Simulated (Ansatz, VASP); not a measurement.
## Sn3Te: VASP beside Ansatz

```xyz
4
Lattice="4.9297 0.0000 0.0000 0.0000 4.9297 0.0000 0.0000 0.0000 4.9297" Properties=species:S:1:pos:R:3 pbc="T T T"
Te    0.0000    0.0000    0.0000
Sn    0.0000    2.4648    2.4648
Sn    2.4648    0.0000    2.4648
Sn    2.4648    2.4648    0.0000
```

Alike in both runs: task single point; functional LDA; k mesh 6 × 6 × 6; occupations fermi-dirac, width 0.05 eV; no spin polarisation.

```csv
,VASP,Ansatz
version,VASP 6.6.1,Ansatz 0.2.0
potentials or method,"VASP PAW LDA potentials, release 64 (Te, Sn_d)",Ansatz PAW
plane-wave cutoff (eV),520,420
valence electrons in the cell,48,58
```

|  | VASP | Ansatz | Ansatz less VASP |
| --- | --- | --- | --- |
| gap on the k mesh at the Fermi level (eV) | none | none | - |
| pressure (GPa) | -4.9 | -4.9 | 0.00 |

LDA's correlation is that of Perdew and Zunger in VASP and of Perdew and Wang (1992) in Ansatz. A gap of «none» marks a metal or a gap that the smearing closes. VASP's potentials hold 48 valence electrons a cell and Ansatz's 58, so a difference there can come from the potentials and not from the codes.

Neither program's run includes spin-orbit coupling.
